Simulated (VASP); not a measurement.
Runs of VASP 6.6.1 on LiH. Symmetry: P6_3/mmc, No. 194, hexagonal system. The conventional cell has a = 2.782 Å, b = 2.782 Å, c = 4.873 Å, α = 90.00°, β = 90.00°, γ = 120.00°. Within 2.7 Å of Li (site symmetry -3m) lie 6 H at 2.02 Å and 2 Li at 2.44 Å. H (site symmetry -6m2) has 6 Li at 2.02 Å within 2.7 Å. 

```csv
level,k mesh,grid for exact exchange (PRECFOCK),screening parameter,gap on the mesh (eV)
HSE06,6 × 6 × 4,Normal,0.2079 1/Å,5.39
r2SCAN,9 × 9 × 4,-,-,5.14
PBE,9 × 9 × 4,-,-,4.49
r2SCAN,12 × 12 × 6,-,-,(a)
```

Alike in all rows: task single point; potentials or basis VASP PAW PBE potentials, release 64 (Li_sv, H); no spin polarisation; cell as given; cutoff (eV) 520; smearing gaussian 0.01 eV.

**Question.** Estimate the missing entries.

**Answer.** (a) 5.01.

Caveats: some runs use coarse meshes.

A k mesh can miss the band edges.
